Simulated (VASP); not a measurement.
# Nb16H (a cell with a defect) in VASP: notebook

Runs on Nb16H (a cell with a defect). Level: PBEsol. Tasks: single point.

Program: VASP 6.6.1. These are calculated values, not measurements. Logs are shortened: lines on timing, memory, paths and dates and some standing lists are left out, and cuts for length are marked.

## Step 1: The cell of the first run

The cell holds a defect, 17 atoms: a = 6.600 Å, b = 6.600 Å, c = 6.600 Å, α = 90.00°, β = 90.00°, γ = 90.00°.

## Step 2: Single point, PBEsol

File INCAR:

```
SYSTEM = Nb16H
ALGO = Normal
EDIFF = 1E-7
ENCUT = 520
GGA = PS
ISIF = 2
ISMEAR = -1
LASPH = .True.
LCHARG = .True.
LELF = .True.
LREAL = Auto
LVHAR = .True.
LWAVE = .False.
NBANDS = 118
NELM = 80
PREC = Accurate
SIGMA = 0.05
```

File KPOINTS:

```
k-points
0
Gamma
  2 2 2
  0 0 0
```

File POSCAR:

```
Nb16H
1.0
    6.6000000000      0.0000000000      0.0000000000
    0.0000000000      6.6000000000      0.0000000000
    0.0000000000      0.0000000000      6.6000000000
Nb H
16 1
Direct
    0.0041666667      0.0363787879      0.0194393939
    0.4780454545      0.0300303030     -0.0366818182
   -0.0076666667      0.4886212121     -0.0011969697
   -0.0108787879     -0.0100303030      0.5303636364
    0.2463939394      0.2453484848      0.2340454545
    0.5049393939      0.4956969697      0.0148484848
    0.4630000000     -0.0138333333      0.5107272727
    0.7139696970      0.2382727273      0.2438787879
   -0.0175606061      0.4945000000      0.5155757576
    0.2336818182      0.7352272727      0.2190000000
    0.2140303030      0.2811666667      0.7394696970
    0.4817121212      0.4953030303      0.4635303030
    0.7418939394      0.7269393939      0.2363484848
    0.7374696970      0.2769242424      0.7377121212
    0.2200151515      0.7796818182      0.7596060606
    0.7401969697      0.7713787879      0.7222575758
    0.4486060606      0.7262424242      0.6361212121
```

Potentials or basis: VASP PAW PBE potentials, release 64 (Nb_sv, H).

Launch:

```
cat potpaw_PBE.64/Nb_sv/POTCAR potpaw_PBE.64/H/POTCAR > POTCAR
mpirun -np 1 vasp_std > vasp.out
```

OUTCAR:

```text
SYSTEM = Nb16H
   EDIFF = 1E-7
   ENCUT = 520
   GGA = PS
   ISIF = 2
   ISMEAR = -1
   LASPH = .True.
   LREAL = Auto
   NELM = 80
   PREC = Accurate

 ion  position               nearest neighbor table
   1  0.004  0.036  0.019-   5 2.54   8 2.76  15 2.80  11 2.82  10 2.82   3 2.99  14 3.01  13 3.04

   2  0.478  0.030  0.963-  15 2.73   5 2.75   8 2.78  14 2.79  11 2.82  16 2.91   7 3.00  10 3.04

   3  0.992  0.489  0.999-  11 2.64  10 2.70  13 2.77  14 2.78   5 2.79  15 2.91   8 2.95   1 2.99

   4  0.989  0.990  0.530-  16 2.53  15 2.56  11 2.79  14 2.87
   5  0.246  0.245  0.234-   1 2.54  12 2.73   2 2.75   6 2.78   3 2.79   7 2.88   9 3.03
   6  0.505  0.496  0.015-  13 2.63   8 2.66  10 2.74   5 2.78  14 2.79  12 2.97  11 3.00
   7  0.463  0.986  0.511-  17 1.91  15 2.67  16 2.70   5 2.88   8 2.93  10 2.96  11 2.96   2 3.00
                            14 3.03
   8  0.714  0.238  0.244-   6 2.66  12 2.71   1 2.76   2 2.78   7 2.93   3 2.95   9 3.04
   9  0.982  0.495  0.516-  11 2.55  14 2.61  16 2.79  13 2.88  15 2.93  10 3.02   5 3.03   8 3.04

  10  0.234  0.735  0.219-   3 2.70   6 2.74  12 2.79   1 2.82   7 2.96   9 3.02   2 3.04  15 3.05

  11  0.214  0.281  0.739-   9 2.55   3 2.64   4 2.79   1 2.82   2 2.82  12 2.90   7 2.96   6 3.00

  12  0.482  0.495  0.464-  17 1.92   8 2.71   5 2.73  13 2.74  10 2.79  14 2.86  11 2.90   6 2.97
                            16 3.02
  13  0.742  0.727  0.236-   6 2.63  12 2.74   3 2.77   9 2.88   1 3.04
  14  0.737  0.277  0.738-   9 2.61   3 2.78   6 2.79   2 2.79  12 2.86   4 2.87   1 3.01   7 3.03

  15  0.220  0.780  0.760-  17 1.75   4 2.56   7 2.67   2 2.73   1 2.80   3 2.91   9 2.93  10 3.05

  16  0.740  0.771  0.722-   4 2.53   7 2.70   9 2.79   2 2.91  12 3.02
  17  0.449  0.726  0.636-  15 1.75   7 1.91  12 1.92

  LATTYP: Found a simple cubic cell.
 ALAT       =     6.6000000000

  Lattice vectors:

 A1 = (   6.6000000000,   0.0000000000,   0.0000000000)
 A2 = (   0.0000000000,   6.6000000000,   0.0000000000)
 A3 = (   0.0000000000,   0.0000000000,   6.6000000000)

Analysis of symmetry for initial positions (statically):
=====================================================================
 Subroutine PRICEL returns:
 Original cell was already a primitive cell.

 Routine SETGRP: Setting up the symmetry group for a
 simple cubic supercell.

 Subroutine GETGRP returns: Found  1 space group operations
 (whereof  1 operations were pure point group operations)
 out of a pool of 48 trial point group operations.

The static configuration has the point symmetry C_1 .

Analysis of symmetry for dynamics (positions and initial velocities):
=====================================================================
 Subroutine PRICEL returns:
 Original cell was already a primitive cell.

[... 131 lines left out ...]
   NELECT =     209.0000    total number of electrons
   NUPDOWN=      -1.0000    fix difference up-down
   EMIN   =  10.00;   EMAX   =-10.00  energy-range for DOS
   EFERMI =   0.00;   METHOD = LEGACY
   ISMEAR =    -1;   SIGMA  =   0.05  broadening in eV -4-tet -1-fermi 0-gaus
   EFERMI_NEDOS =   21; number of points for ismear=-14 and -15
   IALGO  =     38    algorithm
   IMIX   =      4    mixing-type and parameters
     AMIX     =   0.40;   BMIX     =  1.00
     AMIX_MAG =   1.60;   BMIX_MAG =  1.00
  volume/ion in A,a.u.               =      16.91       114.12
  Fermi-wavevector in a.u.,A,eV,Ry     =   1.472018  2.781710 29.481589  2.166836
  Thomas-Fermi vector in A             =   2.587083
   LORBIT       =      0    0 simple, 1 ext, 2 COOP (PROOUT), +10 PAW based schemes
   GGA     = PS    functional components
   LHFCALC =     F    Hartree Fock is set to
   AEXX    =    0.0000 exact exchange contribution
   IVDW    =     0    specifies the selected vdW correction
   LEPSILON=     F    determine dielectric tensor
   LRPA    =     F    only Hartree local field effects (RPA)
 non-spin polarized calculation
  energy-cutoff  :      520.00
  volume of cell :      287.50
 maximum number of plane-waves:      7809
 NGX is ok and might be reduce to    50
   NGX = 25   NGY = 25   NGZ = 25

 number of electron     208.9999999 magnetization

 Free energy of the ion-electron system (eV)
  ---------------------------------------------------
  ext. energy  EPLUGINS =         0.00000000
  ---------------------------------------------------
  free energy    TOTEN  =      -177.04694149 eV

  energy without entropy =     -176.91898890  energy(sigma->0) =     -176.98296519

 E-fermi :  11.2242     XC(G=0): -12.6455

 val. band max:       11.2202527434   @ k =   0.5000   0.5000   0.0000
 cond. band min:      11.2320435626   @ k =   0.0000   0.0000   0.0000
 fundamental gap:      0.0117908192
 Fermi energy:        11.2242395377

 k-point     1 :       0.0000    0.0000    0.0000
  band No.  band energies     occupation
      1     -43.2202      2.00000
      2     -43.0826      2.00000
      3     -43.0407      2.00000
      4     -43.0110      2.00000
      5     -42.9875      2.00000
      6     -42.9751      2.00000
[... 941 lines left out ...]
    115      13.6043      0.00000
    116      13.6821      0.00000
 [bands above 116 left out]

------------------------ aborting loop because EDIFF is reached ----------------------------------------

  FORCE on cell =-STRESS in cart. coord.  units (eV):
  Direction    XX          YY          ZZ          XY          YZ          ZX
  --------------------------------------------------------------------------------------
  -------------------------------------------------------------------------------------
  Total        4.8311223      2.7915587      2.2649462     -0.3431295      1.9579788     -0.9571983
  in kB       26.9232081     15.5569890     12.6222466     -1.9122154     10.9115576     -5.3343397
  external PRESSURE =      18.3674812 kB  Pullay stress =       0.0000000 kB

 VOLUME and BASIS-vectors are now :
 -----------------------------------------------------------------------------
  energy-cutoff  :      520.00
  volume of cell :      287.50
      direct lattice vectors                 reciprocal lattice vectors
     6.600000000  0.000000000  0.000000000     0.151515152  0.000000000  0.000000000
     0.000000000  6.600000000  0.000000000     0.000000000  0.151515152  0.000000000
     0.000000000  0.000000000  6.600000000     0.000000000  0.000000000  0.151515152

 POSITION                                       TOTAL-FORCE (eV/Angst)
 -----------------------------------------------------------------------------------
      0.02750      0.24010      0.12830        -1.667847     -1.682060     -1.112729
      3.15510      0.19820      6.35790         0.804126     -1.087357      1.587821
      6.54940      3.22490      6.59210        -0.846910      1.438191      0.303310
      6.52820      6.53380      3.50040        -0.618395      1.114361     -2.460279
      1.62620      1.61930      1.54470        -0.707625      0.097915      1.555089
      3.33260      3.27160      0.09800        -1.017508      1.226284     -2.683078
[... 9 lines left out ...]
      4.88530      5.09110      4.76690        -0.416730     -0.964310      2.044842
      2.96080      4.79320      4.19840         1.457823     -0.165064     -0.329872
 -----------------------------------------------------------------------------------
    total drift:                               -0.000747     -0.003140     -0.000055

  FREE ENERGIE OF THE ION-ELECTRON SYSTEM (eV)
  ---------------------------------------------------
  free  energy   TOTEN  =      -177.0469414910 eV

  energy  without entropy=     -176.9189888973  energy(sigma->0) =     -176.98296519
```

Wall time 12 min (1 thread of Intel Xeon Platinum 8259CL at 2.50GHz (Skylake/Cascade Lake), shared host); peak memory 0.45 GiB.

Results:

```yaml
Free_energy: -177.0469 eV
Pressure: 1.8 GPa
Largest_force: 3.121 eV/Å
```

Forces on the atoms (eV/Å):
```
Nb  -1.668 -1.682 -1.113
Nb   0.804 -1.087  1.588
Nb  -0.847  1.438  0.303
Nb  -0.618  1.114 -2.460
Nb  -0.708  0.098  1.555
Nb  -1.018  1.226 -2.683
Nb   0.865  1.276 -2.327
Nb   1.661 -0.469  0.612
Nb  -0.227  0.846 -2.097
Nb   0.257  0.702  1.629
Nb   1.935 -1.073  0.472
Nb  -0.092  0.003  1.398
Nb   0.046  1.233  0.466
Nb  -0.637 -1.150  0.334
Nb  -0.795 -1.346  0.608
Nb  -0.417 -0.964  2.045
H    1.458 -0.165 -0.330
```

Stress tensor (GPa, compression positive):
```
 2.69 -0.19 -0.53
-0.19  1.56  1.09
-0.53  1.09  1.26
```

Caveat: the k points lie up to 0.48 Å⁻¹ apart; the PAW data sets were made with another functional, which shifts forces and pressure a little.

## Step 3: Single point, PBEsol

File INCAR:

```
PREC = Accurate
ENCUT = 520
EDIFF = 1E-7
ISMEAR = -1
SIGMA = 0.05
LREAL = Auto
LASPH = True
NELM = 80
ALGO = Normal
ISIF = 2
LWAVE = False
LCHARG = True
GGA = PS
LELF = True
LVHAR = True
NBANDS = 118
```

File KPOINTS:

```
regular mesh
0
Gamma
  2 2 2
```

File POSCAR:

```
Nb16H
1.0
    6.6000000000      0.0000000000      0.0000000000
    0.0000000000      6.6000000000      0.0000000000
    0.0000000000      0.0000000000      6.6000000000
Nb H
16 1
Direct
    0.0038787879      0.0141818182      0.0052878788
    0.5055454545     -0.0081060606     -0.0035454545
   -0.0106666667      0.5238636364     -0.0264545455
    0.0132727273      0.0121666667      0.4938484848
    0.2475151515      0.2496969697      0.2512575758
    0.4865000000      0.5049242424      0.0010606061
    0.5142424242      0.0039393939      0.4702575758
    0.7364393939      0.2663636364      0.2216363636
   -0.0082878788      0.4891060606      0.5004545455
    0.2444393939      0.7262424242      0.2509545455
    0.2706515152      0.2152272727      0.7586515152
    0.5260454545      0.4690606061      0.5023939394
    0.7779393939      0.7766818182      0.2499545455
    0.7449696970      0.2249696970      0.7631515152
    0.2567878788      0.7352121212      0.7361212121
    0.7656818182      0.7746666667      0.7197878788
    0.5021060606      0.7401363636      0.5694242424
```

Potentials or basis: VASP PAW PBE potentials, release 64 (Nb_sv, H).

Launch:

```
cat potpaw_PBE.64/Nb_sv/POTCAR potpaw_PBE.64/H/POTCAR > POTCAR
mpirun -np 1 vasp_std > vasp.out
```

It took 12 min on 1 thread of Intel Xeon Platinum 8488C (Sapphire Rapids), shared host; peak memory 0.45 GiB.

It converged, with:

| Property | Result |
| --- | --- |
| Free energy | -178.2870 eV |
| Pressure | -0.5 GPa |
| Largest force | 2.151 eV/Å |

Forces on the atoms (eV/Å):
```
Nb   0.530 -0.900 -0.840
Nb  -0.482 -0.203  0.315
Nb   0.490 -1.027  1.101
Nb   0.081 -0.648 -0.172
Nb   0.085  0.330 -0.461
Nb   0.772 -0.243 -0.677
Nb  -0.481  0.028  0.896
Nb   1.268 -0.195  1.016
Nb   0.944  0.265 -0.134
Nb   0.214  1.145 -0.112
Nb  -0.961  1.601 -0.430
Nb  -1.253  0.345 -0.504
Nb  -1.200 -1.400 -1.035
Nb   0.471  1.714 -1.211
Nb  -0.160  0.315  0.471
Nb  -0.284 -1.208  1.487
H   -0.031  0.081  0.290
```

Stress tensor (GPa, compression positive):
```
-1.11  0.04 -0.73
 0.04 -0.10  0.89
-0.73  0.89 -0.25
```

Levels at points of the mesh, in eV from the Fermi level:
```csv
k point,band 100,band 101,band 102,band 103,band 104,band 105,band 106,band 107,band 108,band 109
"(0.00, 0.00, 0.00)",0.28,0.39,0.48,0.54,0.60,0.65,0.70,0.73,0.76,0.79
"(0.50, 0.00, 0.00)",-0.33,-0.19,-0.04,0.06,0.07,0.16,0.25,0.34,0.50,0.53
"(0.00, 0.50, 0.00)",-0.35,-0.32,-0.16,0.15,0.22,0.26,0.34,0.43,0.49,0.54
"(0.00, 0.00, 0.50)",-0.32,-0.21,-0.13,0.04,0.06,0.12,0.20,0.29,0.50,0.61
"(0.50, 0.50, 0.00)",-0.61,-0.56,-0.54,-0.47,-0.38,-0.21,-0.08,0.12,0.18,0.45
"(0.00, 0.50, 0.50)",-0.59,-0.48,-0.44,-0.34,-0.29,-0.24,-0.14,-0.07,0.00,0.51
"(0.50, 0.00, 0.50)",-0.59,-0.51,-0.47,-0.35,-0.26,-0.10,-0.07,-0.03,0.25,0.55
"(0.50, 0.50, 0.50)",-1.16,-1.07,-1.06,-1.02,-0.99,-0.94,-0.87,-0.81,-0.74,-0.72
```

Caveat: the k points lie up to 0.48 Å⁻¹ apart; the PAW data sets were made with another functional, which shifts forces and pressure a little.

(Part 1 of 2 ends here.)
